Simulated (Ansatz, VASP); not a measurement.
# AgO in VASP and in Ansatz

```
CELL_PARAMETERS angstrom
0.00000 2.26601 2.71922
2.26601 0.00000 2.71922
2.26601 2.26601 0.00000
ATOMIC_POSITIONS crystal
Ag 0.00000 0.00000 0.00000
O 0.75000 0.75000 0.75000
```

Alike in both runs: task single point; functional PBEsol; k mesh 18 × 18 × 18; occupations gaussian, width 0.15 eV; no spin polarisation.

|  | VASP | Ansatz |
| --- | --- | --- |
| version | VASP 6.6.1 | Ansatz 0.2.0 |
| potentials or method | VASP PAW PBE potentials, release 64 (Ag, O), cutoff 520 eV | scalar-relativistic, plane waves, PAW |
| valence electrons in the cell | 17 | 25 |

Ansatz gave:

| Quantity | Value |
| --- | --- |
| gap on the k mesh at the Fermi level (eV) | none |
| pressure (GPa) | 7.9 |
| traceless stress, the component that is largest in VASP (GPa) | 2.47 |

Q: Estimate VASP's values.

A: gap on the k mesh at the Fermi level (eV): none; pressure (GPa): 7.7; traceless stress, the component that is largest in VASP (GPa): 2.44.

VASP's potentials were made for PBE, not for PBEsol. A gap of «none» marks a metal or a gap that the smearing closes. VASP's potentials hold 17 valence electrons a cell and Ansatz's 25, so a difference there can come from the potentials and not from the codes.
